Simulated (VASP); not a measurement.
Set up this calculation in VASP 6.6.1, as the native input.

- Task: single point
- Functional: LDA
- Potentials or basis: VASP PAW LDA potentials, release 64 (Cu, As)
- Cutoff: 520 eV
- k mesh: 6 × 6 × 4
- Occupations: fermi-dirac, width 0.15 eV
- Spin: no spin polarisation
- Dipole correction: no
- Further INCAR settings: ALGO = Normal; EDIFF = 1e-07; NBANDS = 36

The structure of Cu2As lies in POSCAR:

```
Cu2As
1.0
    3.7880000000      0.0000000000      0.0000000000
    0.0000000000      3.7880000000      0.0000000000
    0.0000000000      0.0000000000      5.9420000000
Cu As
4 2
Direct
    0.0000000000      0.0000000000      0.0000000000
    0.5000000000      0.5000000000      0.0000000000
    0.0000000000      0.5000000000      0.3030000000
    0.5000000000      0.0000000000      0.6970000000
    0.0000000000      0.5000000000      0.7090000000
    0.5000000000      0.0000000000      0.2910000000
```

One way to write it, as run:

INCAR

```
ALGO     = Normal         # electronic algorithm
EDIFF    = 1E-7           # SCF threshold, eV
ENCUT    = 520            # plane-wave cutoff, eV
ISIF     = 2              # what is computed and relaxed
ISMEAR   = -1             # smearing method
LASPH    = True           # aspherical terms in the spheres
LCHARG   = False          # write CHGCAR
LREAL    = False          # projectors in reciprocal space
LWAVE    = False          # write WAVECAR
NBANDS   = 36             # bands
NELM     = 60             # most SCF steps
PREC     = Accurate       # precision mode
SIGMA    = 0.15           # smearing width, eV
```

KPOINTS

```
k-points
0
Gamma
  6 6 4
```

Potentials or basis: VASP PAW LDA potentials, release 64 (Cu, As).

Launch:

```console
$ cat potpaw_LDA.64/Cu/POTCAR potpaw_LDA.64/As/POTCAR > POTCAR
$ mpirun -np 1 vasp_std > vasp.out
```

Results of the run:

```
Pressure               : -8.1 GPa
Largest force          : 0.295 eV/Å
Band gap on the k mesh : zero (band 27 reaches 8.48 eV, above the bottom of band 28 at 5.12 eV)
```

Run time: 3.5 min on 1 thread of AMD EPYC 7R13 (shared host), peak memory 0.17 GiB.
